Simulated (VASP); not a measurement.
Runs of VASP 6.6.1 on KI. The structure is that of space group P6_3/mmc (No. 194), or close to it. The cells are those of the table. 

```tsv
level	potentials or basis	spin	cell	smearing	gap on the mesh (eV)	pressure (GPa)
LDA	VASP PAW LDA potentials, release 64 (K_sv, I)	off	a = 6.039, b = 6.039, c = 7.039 Å, angles 90.0, 90.0, 120.0°, 4 atoms	gaussian 0.01 eV	(a)	-1.0
PBE	VASP PAW PBE potentials, release 64 (K_sv, I)	off	a = 6.039, b = 6.039, c = 7.039 Å, angles 90.0, 90.0, 120.0°, 4 atoms	fermi-dirac 0.02 eV	3.79	0.3
PBE	VASP PAW PBE potentials, release 64 (K_sv, I)	non-collinear, zero start, SOC	a = 6.039, b = 6.039, c = 7.039 Å, angles 90.0, 90.0, 120.0°, 4 atoms	gaussian 0.01 eV	-	0.3
r2SCAN	VASP PAW PBE potentials, release 64 (K_sv, I)	off	a = 6.039, b = 6.039, c = 7.039 Å, angles 90.0, 90.0, 120.0°, 4 atoms	gaussian 0.01 eV	4.35	0.0
r2SCAN	VASP PAW PBE potentials, release 64 (K_sv, I)	off	a = 6.039, b = 6.039, c = 7.039 Å, angles 90.0, 90.0, 120.0°, 4 atoms	fermi-dirac 0.02 eV	4.35	0.0
PBEsol	VASP PAW PBE potentials, release 64 (K_sv, I)	off	a = 5.976, b = 5.976, c = 6.954 Å, angles 90.0, 90.0, 120.0°, 4 atoms	fermi-dirac 0.02 eV	3.79	0.0
PBE	VASP PAW PBE potentials, release 64 (K_sv, I)	off	a = 6.091, b = 6.091, c = 7.118 Å, angles 90.0, 90.0, 120.0°, 4 atoms	fermi-dirac 0.02 eV	3.75	0.0
```

Alike in all rows: task single point; k mesh 6 × 6 × 4; cutoff (eV) 520.

Problem. Estimate the missing entries.

Solution. (a) 3.49.

Caveats: the structure was generated, so it needn't be the stable form of KI; spin-orbit coupling is left out, which moves the levels of the heavy elements (at least some runs); the PAW data sets were made with another functional, which shifts forces and pressure a little (at least some runs).

A k mesh can miss the band edges, and rows without SOC leave out spin-orbit coupling on I.
